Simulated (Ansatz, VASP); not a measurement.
**B2P3: VASP beside Ansatz**

```
CELL_PARAMETERS angstrom
2.92744 0.00000 0.00000
0.00000 2.92661 0.00000
0.00000 0.00000 6.69438
ATOMIC_POSITIONS crystal
B 0.00000 0.50000 0.24993
B 0.00000 0.50000 0.75007
P 0.50000 0.50000 0.50000
P 0.50000 0.00000 0.17238
P 0.50000 0.00000 0.82762
```

Alike in both runs: functional PBE; k mesh 5 × 4 × 3; occupations gaussian, width 0.2 eV; no spin polarisation.

Ansatz relaxed the structure, and its values are those at the end. VASP's run is a single point on that final structure, the one shown.

|  | VASP | Ansatz |
| --- | --- | --- |
| version | VASP 6.6.1 | Ansatz 0.2.0 |
| potentials or method | VASP PAW PBE potentials, release 64 (B, P), cutoff 500 eV | scalar-relativistic, plane waves, PAW |
| valence electrons in the cell | 21 | 21 |

Ansatz gave:

- gap on the k mesh at the Fermi level (eV): none
- pressure (GPa): 0.0
- rms of the force components (eV/Å): 0.014

Task: Estimate VASP's values.

Result: gap on the k mesh at the Fermi level (eV): none; pressure (GPa): -0.3; rms of the force components (eV/Å): 0.016.

A gap of «none» marks a metal or a gap that the smearing closes.

The k mesh is coarse, so the values compare programs but aren't converged.
